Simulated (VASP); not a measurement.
# Mg2Ge2N (P-6m2) in VASP: a series of runs

Runs on Mg2Ge2N. Level: PBE. Tasks: relaxation of cell and atoms.

Everything below comes from runs of VASP 6.6.1. Logs are shortened: lines on timing, memory, paths and dates and some standing lists are left out, and cuts for length are marked.

## 1. The cell of the first run

The structure is hexagonal, space group P-6m2 (No. 187). The conventional cell has a = 3.975 Å, b = 3.975 Å, c = 6.777 Å, α = 90.00°, β = 90.00°, γ = 120.00°. Within 3.4 Å of Mg (site symmetry -6m2) lie 6 Ge at 2.46 Å and 2 N at 3.39 Å. Within 3.0 Å of Mg (site symmetry -6m2) lie 3 N at 2.30 Å and 2 Ge at 2.49 Å. Ge (site symmetry 3m) has 1 Ge at 1.80 Å and 4 Mg at 2.46 to 2.49 Å within 2.5 Å. Within 3.0 Å of N (site symmetry -6m2) lie 3 Mg at 2.30 Å.

The cell was generated, and may not be a known phase.

## 2. Relaxation of cell and atoms, PBE

Input file INCAR:

```
ALGO = Normal ; EDIFF = 1E-6
EDIFFG = -0.04 ; ENCUT = 600
GGA = PE ; IBRION = 2
ISIF = 3 ; ISMEAR = 0
LASPH = True ; LCHARG = False
LREAL = False ; LWAVE = False
NELM = 60 ; NSW = 90
PREC = Accurate ; SIGMA = 0.1
```

Input file KPOINTS:

```
k-points
0
Gamma
  6 6 4
```

Input file POSCAR:

```
Mg2Ge2N
1.0
    3.9750685800      0.0000000000      0.0000000000
   -1.9875342900      3.4425103700      0.0000000000
    0.0000000000      0.0000000000      6.7768219500
Mg Ge N
2 2 1
Direct
    0.3333333300      0.6666666700      0.0000000000
    0.0000000000      0.0000000000      0.5000000000
    0.0000000000      0.0000000000      0.1326452800
    0.0000000000      0.0000000000      0.8673547200
    0.3333333300      0.6666666700      0.5000000000
```

Potentials or basis: VASP PAW PBE potentials, release 64 (Mg, Ge_d, N).

Command:

```bash
cat potpaw_PBE.64/Mg/POTCAR potpaw_PBE.64/Ge_d/POTCAR potpaw_PBE.64/N/POTCAR > POTCAR
mpirun -np 1 vasp_std > vasp.out
```

OUTCAR:

```text
EDIFF = 1E-6
   EDIFFG = -0.04
   ENCUT = 600
   GGA = PE
   IBRION = 2
   ISIF = 3
   ISMEAR = 0
   LASPH = True
   LREAL = False
   NELM = 60
   NSW = 90
   PREC = Accurate

 ion  position               nearest neighbor table
   1  0.333  0.667  0.000-   3 2.46   4 2.46   3 2.46   4 2.46   3 2.46   4 2.46
   2  0.000  0.000  0.500-   5 2.30   5 2.30   5 2.30   3 2.49   4 2.49
   3  0.000  0.000  0.133-   4 1.80   1 2.46   1 2.46   1 2.46   2 2.49
   4  0.000  0.000  0.867-   3 1.80   1 2.46   1 2.46   1 2.46   2 2.49
   5  0.333  0.667  0.500-   2 2.30   2 2.30   2 2.30

  LATTYP: Found a hexagonal cell.
 ALAT       =     3.9750685800
 C/A-ratio  =     1.7048314548

  Lattice vectors:

 A1 = (   3.9750685800,   0.0000000000,   0.0000000000)
 A2 = (  -1.9875342900,   3.4425103700,   0.0000000000)
 A3 = (   0.0000000000,   0.0000000000,   6.7768219500)

Analysis of symmetry for initial positions (statically):
=====================================================================
 Subroutine PRICEL returns:
 Original cell was already a primitive cell.

 Routine SETGRP: Setting up the symmetry group for a
 hexagonal supercell.

 Subroutine GETGRP returns: Found 12 space group operations
 (whereof 12 operations were pure point group operations)
 out of a pool of 24 trial point group operations.

The static configuration has the point symmetry D_3h.

Analysis of symmetry for dynamics (positions and initial velocities):
=====================================================================
 Subroutine PRICEL returns:
 Original cell was already a primitive cell.

 Routine SETGRP: Setting up the symmetry group for a
 hexagonal supercell.

 Subroutine GETGRP returns: Found 12 space group operations
 (whereof 12 operations were pure point group operations)
 out of a pool of 24 trial point group operations.

The dynamic configuration has the point symmetry D_3h.

 Subroutine INISYM returns: Found 12 space group operations
 (whereof 12 operations are pure point group operations),
 and found     1 'primitive' translations

----------------------------------------------------------------------------------------

                                     Primitive cell

  volume of cell :      92.7355

  direct lattice vectors                    reciprocal lattice vectors
     3.975068580  0.000000000  0.000000000     0.251567987  0.145242845  0.000000000
    -1.987534290  3.442510370  0.000000000     0.000000000  0.290485690  0.000000000
     0.000000000  0.000000000  6.776821950     0.000000000  0.000000000  0.147561793

  length of vectors
     3.975068580  3.975068578  6.776821950     0.290485690  0.290485690  0.147561793

  position of ions in fractional coordinates (direct lattice)
     0.333333330  0.666666670  0.000000000
     0.000000000  0.000000000  0.500000000
     0.000000000  0.000000000  0.132645280
     0.000000000  0.000000000  0.867354720
     0.333333330  0.666666670  0.500000000

  ion indices of the primitive-cell ions
   primitive index   ion index
                 1           1
                 2           2
                 3           3
                 4           4
                 5           5

----------------------------------------------------------------------------------------

 KPOINTS: k-points

Automatic generation of k-mesh.
 Grid dimensions read from file:
 generate k-points for:    6    6    4

 Generating k-lattice:

  Cartesian coordinates                     Fractional coordinates (reciprocal lattice)
     0.041927998  0.024207141  0.000000000     0.166666667  0.000000000  0.000000000
     0.000000000  0.048414282  0.000000000     0.000000000  0.166666667  0.000000000
     0.000000000  0.000000000  0.036890448     0.000000000  0.000000000  0.250000000

  Length of vectors
     0.048414282  0.048414282  0.036890448

  Shift w.r.t. Gamma in fractional coordinates (k-lattice)
     0.000000000  0.000000000  0.000000000

 Subroutine IBZKPT returns following result:
 ===========================================

 Found     21 irreducible k-points:

 Following reciprocal coordinates:
            Coordinates               Weight
  0.000000  0.000000  0.000000      1.000000
  0.166667 -0.000000  0.000000      6.000000
  0.333333  0.000000  0.000000      6.000000
  0.500000 -0.000000  0.000000      3.000000
  0.166667  0.166667  0.000000      6.000000
  0.333333  0.166667  0.000000     12.000000
[... 13 lines left out ...]
  0.333333  0.166667  0.500000     12.000000
  0.333333  0.333333  0.500000      2.000000
   k-points           NKPTS =     21   k-points in BZ     NKDIM =     21   number of bands    NBANDS=     22
   number of dos      NEDOS =    301   number of ions     NIONS =      5
   total plane-waves  NPLWV =  55296
   dimension x,y,z NGX =    32 NGY =   32 NGZ =   54
   dimension x,y,z NGXF=    64 NGYF=   64 NGZF=  108
   ions per type =               2   2   1
   NGX,Y,Z   is equivalent  to a cutoff of  13.38, 13.38, 13.25 a.u.
   NGXF,Y,Z  is equivalent  to a cutoff of  26.77, 26.77, 26.49 a.u.
 SYSTEM =  unknown system
   PREC   = accura    normal or accurate (medium, high low for compatibility)
   ISTART =      0    job   : 0-new  1-cont  2-samecut
   ICHARG =      2    charge: 1-file 2-atom 10-const
   ISPIN  =      1    spin polarized calculation?
   LNONCOLLINEAR =      F non collinear calculations
   LSORBIT =      F    spin-orbit coupling
   LASPH  =      T    aspherical Exc in radial PAW
   ENCUT  =  600.0 eV  44.10 Ry    6.64 a.u.   7.94  7.94 13.53*2*pi/ulx,y,z
   NELM   =     60;   NELMIN=  2; NELMDL= -5     # of ELM steps
   EDIFF  = 0.1E-05   stopping-criterion for ELM
   LREAL  =      F    real-space projection
   EDIFFG = -.4E-01   stopping-criterion for IOM
   NSW    =     90    number of steps for IOM
   IBRION =      2    ionic relax: 0-MD 1-quasi-New 2-CG
   NFREE  =      1    steps in history (QN), initial steepest desc. (CG)
   ISIF   =      3    stress and relaxation
   ISYM   =      2    0-nonsym 1-usesym 2-fastsym
   POTIM  = 0.5000    time-step for ionic-motion
   TEBEG  =    0.0;   TEEND  =   0.0 temperature during run
   PSTRESS=    0.0 pullay stress
   NELECT =      37.0000    total number of electrons
   NUPDOWN=      -1.0000    fix difference up-down
   EMIN   =  10.00;   EMAX   =-10.00  energy-range for DOS
   EFERMI =   0.00;   METHOD = LEGACY
   ISMEAR =     0;   SIGMA  =   0.10  broadening in eV -4-tet -1-fermi 0-gaus
   EFERMI_NEDOS =   21; number of points for ismear=-14 and -15
   IALGO  =     38    algorithm
   IMIX   =      4    mixing-type and parameters
     AMIX     =   0.40;   BMIX     =  1.00
     AMIX_MAG =   1.60;   BMIX_MAG =  1.00
  volume/ion in A,a.u.               =      18.55       125.16
  Fermi-wavevector in a.u.,A,eV,Ry     =   1.205203  2.277503 19.762646  1.452513
  Thomas-Fermi vector in A             =   2.340906
   LORBIT       =      0    0 simple, 1 ext, 2 COOP (PROOUT), +10 PAW based schemes
   GGA     = PE    functional components
   LHFCALC =     F    Hartree Fock is set to
   AEXX    =    0.0000 exact exchange contribution
   IVDW    =     0    specifies the selected vdW correction
   LEPSILON=     F    determine dielectric tensor
   LRPA    =     F    only Hartree local field effects (RPA)
 conjugate gradient relaxation of ions
 non-spin polarized calculation
 Gauss-broadening in eV      SIGMA  =   0.10
  energy-cutoff  :      600.00
  volume of cell :       92.74
 maximum number of plane-waves:      3126
 NGX is ok and might be reduce to    32
   NGX = 15   NGY = 15   NGZ = 27

--------------------------------------- Ionic step        1  -------------------------------------------

 number of electron      37.0000009 magnetization

 Free energy of the ion-electron system (eV)
  ---------------------------------------------------
  ext. energy  EPLUGINS =         0.00000000
  ---------------------------------------------------
  free energy    TOTEN  =       -12.88993845 eV

  energy without entropy =      -12.87580323  energy(sigma->0) =      -12.88287084

------------------------ aborting loop because EDIFF is reached ----------------------------------------

  FORCE on cell =-STRESS in cart. coord.  units (eV):
  Direction    XX          YY          ZZ          XY          YZ          ZX
  --------------------------------------------------------------------------------------
  -------------------------------------------------------------------------------------
  Total        5.5436049      5.5436049     39.0131757      0.0000000     -0.0000000     -0.0000000
  in kB       95.7760435     95.7760434    674.0248794      0.0000000     -0.0000000     -0.0000000
  external PRESSURE =     288.5256554 kB  Pullay stress =       0.0000000 kB
[... 98 lines left out ...]
  FREE ENERGIE OF THE ION-ELECTRON SYSTEM (eV)
  ---------------------------------------------------
  free  energy   TOTEN  =       -13.6703640878 eV

  energy  without entropy=      -13.6573626274  energy(sigma->0) =      -13.66386336

 E-fermi :   4.4932     XC(G=0): -10.3150

 val. band max:        4.4855617985   @ k =   0.1667   0.1667   0.0000
 cond. band min:       4.5272350437   @ k =   0.1667  -0.0000   0.0000
 fundamental gap:      0.0416732453
 Fermi energy:         4.4931802442

 k-point     1 :       0.0000    0.0000    0.0000
  band No.  band energies     occupation
      1     -20.2593      2.00000
      2     -20.2593      2.00000
      3     -20.2592      2.00000
      4     -20.2592      2.00000
      5     -20.2170      2.00000
      6     -20.2114      2.00000
[... 499 lines left out ...]
      6     -20.2074      2.00000
[... 14 lines left out ...]
     21       4.2021      1.99996
     22       6.4741      0.00000

[... ionic steps 4 to 35 ...]

--------------------------------------- Ionic step       36  -------------------------------------------

 number of electron      37.0000019 magnetization

------------------------ aborting loop because EDIFF is reached ----------------------------------------

  FORCE on cell =-STRESS in cart. coord.  units (eV):
  Direction    XX          YY          ZZ          XY          YZ          ZX
  --------------------------------------------------------------------------------------
  -------------------------------------------------------------------------------------
  Total        0.2718721      0.2718721      0.4587103     -0.0000000     -0.0000000      0.0000000
  in kB        4.5441718      4.5441718      7.6670556     -0.0000000     -0.0000000      0.0000000
  external PRESSURE =       5.5851331 kB  Pullay stress =       0.0000000 kB
[... 63 lines left out ...]
  energy  without entropy=      -18.3691445803  energy(sigma->0) =      -18.37291772

--------------------------------------- Ionic step       38  -------------------------------------------

 number of electron      37.0000014 magnetization

 Free energy of the ion-electron system (eV)
  ---------------------------------------------------
  ext. energy  EPLUGINS =         0.00000000
  ---------------------------------------------------
  free energy    TOTEN  =       -18.37824649 eV

  energy without entropy =      -18.37061503  energy(sigma->0) =      -18.37443076

 E-fermi :   3.0861     XC(G=0):  -9.5672

 val. band max:        3.0829070961   @ k =   0.3333   0.3333   0.2500
 cond. band min:       3.1727828370   @ k =   0.3333   0.3333   0.0000
 fundamental gap:      0.0898757409
 Fermi energy:         3.0860528460

 k-point     1 :       0.0000    0.0000    0.0000
  band No.  band energies     occupation
      1     -21.5489      2.00000
      2     -21.5489      2.00000
      3     -21.5489      2.00000
      4     -21.5489      2.00000
      5     -21.5105      2.00000
      6     -21.5089      2.00000
[... 546 lines left out ...]
  FREE ENERGIE OF THE ION-ELECTRON SYSTEM (eV)
  ---------------------------------------------------
  free  energy   TOTEN  =       -18.3782464862 eV

  energy  without entropy=      -18.3706150273  energy(sigma->0) =      -18.37443076

 reached required accuracy - stopping structural energy minimisation
```

Run time: 14 min. Hardware: 1 thread of AMD EPYC 9R45 (Zen 5), shared host; peak memory 0.24 GiB.

Results:

* Free energy: -18.3782 eV
* Relaxed volume: 19.38 Å³/atom
* Relaxed cell: a = 3.395 Å, b = 3.395 Å, c = 9.707 Å, α = 90.00°, β = 90.00°, γ = 120.00°
* Space group after relaxing (to 0.1 Å): P-6m2 (No. 187)
* Energy gained by relaxing: 1097.7 meV/atom
* Ionic steps: 38
* Pressure after relaxing: -0.1 GPa
* Largest force after relaxing: 0.012 eV/Å
* Band gap on the k mesh: zero (an odd number of electrons rules out a gap without spin polarisation)

Forces on the atoms (eV/Å):
```
Mg   0.000  0.000  0.000
Mg   0.000  0.000  0.000
Ge   0.000  0.000 -0.012
Ge   0.000  0.000  0.012
N    0.000  0.000  0.000
```

Step by step:
| step | energy change (eV) | largest force (eV/Å) | pressure (GPa) | volume (Å³) |
| --- | --- | --- | --- | --- |
| 1 | 0.0000 | 19.2632 | 28.85 | 92.74 |
| 2 | -0.0617 | 5.5516 | -2.90 | 141.66 |
| 3 | -0.7804 | 4.9119 | -3.40 | 136.13 |
| 4 | -1.2883 | 4.4392 | -3.62 | 131.76 |
| 5 | -2.8641 | 3.3102 | -1.33 | 111.57 |
| 6 | -3.3939 | 2.6124 | 2.82 | 101.99 |
| 7 | -3.4138 | 1.4654 | 6.86 | 97.32 |
| 8 | -3.4347 | 2.2964 | 4.37 | 99.95 |
| 9 | -3.4413 | 2.0920 | 5.00 | 99.17 |
| 10 | -4.1107 | 0.2777 | -0.77 | 107.58 |
| 11 | -4.1424 | 0.0692 | -1.45 | 109.32 |
| 12 | -4.1467 | 0.2336 | -2.51 | 112.79 |
| 13 | -4.1526 | 0.1362 | -2.18 | 111.46 |
| 14 | -4.2204 | 0.4627 | -0.82 | 107.76 |
| 15 | -4.2522 | 1.0100 | 1.89 | 102.17 |
| 16 | -4.2875 | 1.0797 | 2.19 | 101.29 |
| 17 | -4.4229 | 1.4870 | 3.36 | 98.57 |
| 18 | -4.7475 | 1.8309 | 6.37 | 92.76 |
| 19 | -3.7253 | 1.8603 | 23.28 | 80.02 |
| 20 | -4.8142 | 1.6712 | 8.03 | 90.46 |
| 21 | -4.8648 | 1.5609 | 7.87 | 90.53 |
| 22 | -4.9650 | 1.3410 | 7.59 | 90.69 |
| 23 | -4.9842 | 1.0450 | 7.65 | 90.71 |
| 24 | -5.0127 | 1.1652 | 7.50 | 90.75 |
| 25 | -5.1088 | 1.0570 | 5.91 | 92.29 |
| 26 | -5.2930 | 0.7831 | 1.72 | 97.02 |
| 27 | -5.2769 | 0.3517 | -4.20 | 106.92 |
| 28 | -5.3429 | 0.5658 | -1.47 | 101.69 |
| 29 | -5.3431 | 0.5801 | -1.27 | 101.36 |
| 30 | -5.3596 | 0.5679 | -1.16 | 100.97 |
| 31 | -5.4032 | 0.5103 | -0.90 | 99.80 |
| 32 | -5.4536 | 0.3088 | -0.25 | 97.45 |
| 33 | -5.4557 | 0.1786 | 0.19 | 96.49 |
| 34 | -5.4564 | 0.2216 | 0.06 | 96.79 |
| 35 | -5.4732 | 0.1496 | 0.22 | 96.46 |
| 36 | -5.4867 | 0.0190 | 0.56 | 95.86 |
| 37 | -5.4868 | 0.0093 | 0.52 | 95.81 |
| 38 | -5.4883 | 0.0118 | -0.08 | 96.89 |

Final structure:
```cif
data_structure
_symmetry_space_group_name_H-M 'P 1'
_symmetry_Int_Tables_number 1
_cell_length_a 3.3949
_cell_length_b 3.3949
_cell_length_c 9.7074
_cell_angle_alpha 90.000
_cell_angle_beta 90.000
_cell_angle_gamma 120.000
_cell_volume 96.89
loop_
_atom_site_label
_atom_site_type_symbol
_atom_site_fract_x
_atom_site_fract_y
_atom_site_fract_z
_atom_site_occupancy
Mg1 Mg 0.33333 0.66667 0.00000 1
Mg2 Mg 0.00000 0.00000 0.50000 1
Ge1 Ge 0.00000 0.00000 0.22114 1
Ge2 Ge 0.00000 0.00000 0.77886 1
N1 N 0.33333 0.66667 0.50000 1
```

Caveat: a cell axis changed by over 15 % at a fixed basis, so the end point is rough; an odd number of electrons without spin polarisation forces a metal; a magnetic or distorted state may lie lower.

## 3. Relaxation of cell and atoms, PBE

This run uses another cell than the first one, of 19.62 Å³/atom.

Input file INCAR:

```
SYSTEM = Mg2Ge2N
ALGO     = Normal         ! electronic algorithm
EDIFF    = 1E-7           ! SCF threshold, eV
EDIFFG   = -0.01          ! ionic threshold
ENCUT    = 600            ! plane-wave cutoff, eV
GGA      = PE             ! functional
IBRION   = 2              ! ionic algorithm
ISIF     = 3              ! what is computed and relaxed
ISMEAR   = 0              ! smearing method
LASPH    = .True.         ! aspherical terms in the spheres
LCHARG   = .False.        ! write CHGCAR
LREAL    = .False.        ! projectors in reciprocal space
LWAVE    = .False.        ! write WAVECAR
NELM     = 100            ! most SCF steps
NSW      = 100            ! ionic steps
PREC     = Accurate       ! precision mode
SIGMA    = 0.1            ! smearing width, eV
```

Input file KPOINTS:

```
k-points
0
Gamma
  12 12 4
  0 0 0
```

Input file POSCAR:

```
Mg2Ge2N
1.0
    3.3866099659      0.0000000000      0.0000000000
   -1.6933049830      2.9328902632      0.0000000000
    0.0000000000      0.0000000000      9.8755351982
Mg Ge N
2 2 1
Direct
    0.3333333333      0.6666666667      0.0000000000
    0.0000000000      0.0000000000      0.5000000000
    0.0000000000      0.0000000000      0.2216330023
    0.0000000000      0.0000000000      0.7783669977
    0.3333333333      0.6666666667      0.5000000000
```

Potentials or basis: VASP PAW PBE potentials, release 64 (Mg, Ge_d, N).

Command:

```bash
cat potpaw_PBE.64/Mg/POTCAR potpaw_PBE.64/Ge_d/POTCAR potpaw_PBE.64/N/POTCAR > POTCAR
mpirun -np 1 vasp_std > vasp.out
```

Wall time 8.5 min (1 thread of AMD EPYC 9R45 (Zen 5), shared host); peak memory 0.33 GiB.

The run converged. Its results:

| Property | Result |
| --- | --- |
| Free energy | -18.4775 eV |
| Relaxed volume | 19.63 Å³/atom |
| Relaxed cell | a = 3.379 Å, b = 3.379 Å, c = 9.925 Å, α = 90.00°, β = 90.00°, γ = 120.00° |
| Space group after relaxing (to 0.1 Å) | P-6m2 (No. 187) |
| Energy gained by relaxing | 0.8 meV/atom |
| Ionic steps | 9 |
| Pressure after relaxing | 0.0 GPa |
| Band gap on the k mesh | zero (an odd number of electrons rules out a gap without spin polarisation) |

The path:
```csv
step,energy change (eV),largest force (eV/Å),pressure (GPa),volume (Å³)
1,0.0000,0.1183,-0.18,98.09
2,-0.0022,0.0835,0.06,97.78
3,-0.0026,0.0590,0.26,97.55
4,-0.0035,0.0398,0.09,97.93
5,-0.0038,0.0258,-0.02,98.22
6,-0.0038,0.0212,-0.09,98.32
7,-0.0038,0.0229,-0.08,98.29
8,-0.0040,0.0104,-0.03,98.21
9,-0.0041,0.0002,0.00,98.14
```

Final structure:
```
CELL_PARAMETERS angstrom
3.37905 0.00000 0.00000
-1.68952 2.92634 0.00000
0.00000 0.00000 9.92494
ATOMIC_POSITIONS crystal
Mg 0.33333 0.66667 0.00000
Mg 0.00000 0.00000 0.50000
Ge 0.00000 0.00000 0.21896
Ge 0.00000 0.00000 0.78104
N 0.33333 0.66667 0.50000
```

Levels at points of the mesh, in eV from the Fermi level:
```csv
k point,band 17,band 18,band 19,band 20,band 21,band 22
"(0.00, 0.00, 0.00)",0.01,1.09,2.70,4.86,4.86,5.13
"(0.50, 0.00, 0.00)",-0.67,-0.49,-0.38,0.92,1.95,2.64
"(0.00, 0.00, 0.50)",0.01,0.01,4.23,4.85,4.85,5.15
"(0.50, 0.00, 0.50)",-1.50,-0.38,-0.32,1.13,2.43,2.55
```

Caveat: an odd number of electrons without spin polarisation forces a metal; a magnetic or distorted state may lie lower.

The gap in the log of VASP goes by the Fermi energy; the results here count the filled bands.